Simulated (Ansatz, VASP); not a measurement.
**Sn: VASP beside Ansatz**

```
Sn
1.0
    -2.02919    2.02919    1.66076
     2.02919   -2.02919    1.66076
     2.02919    2.02919   -1.66076
Sn
1
Direct
  0.00000 0.00000 0.00000
```

Alike in both runs: task single point; functional PBE0; k mesh 5 × 5 × 5; occupations fermi-dirac, width 0.05 eV; no spin polarisation.

|  | VASP | Ansatz |
| --- | --- | --- |
| version | VASP 6.6.1 | Ansatz 0.2.0 |
| potentials or method | VASP PAW PBE potentials, release 64 (Sn_d) | Ansatz PAW |
| plane-wave cutoff (eV) | 520 | 420 |
| valence electrons in the cell | 14 | 14 |

Ansatz gave:

| Item | Value |
| --- | --- |
| gap on the k mesh at the Fermi level (eV) | none |
| pressure (GPa) | 1.0 |
| traceless stress, the component that is largest in VASP (GPa) | 3.03 |

What did VASP give for the same quantities?

gap on the k mesh at the Fermi level (eV): none; pressure (GPa): 0.8; traceless stress, the component that is largest in VASP (GPa): 3.05.

A gap of «none» marks a metal or a gap that the smearing closes.

The k mesh is coarse, so the values compare programs but aren't converged.
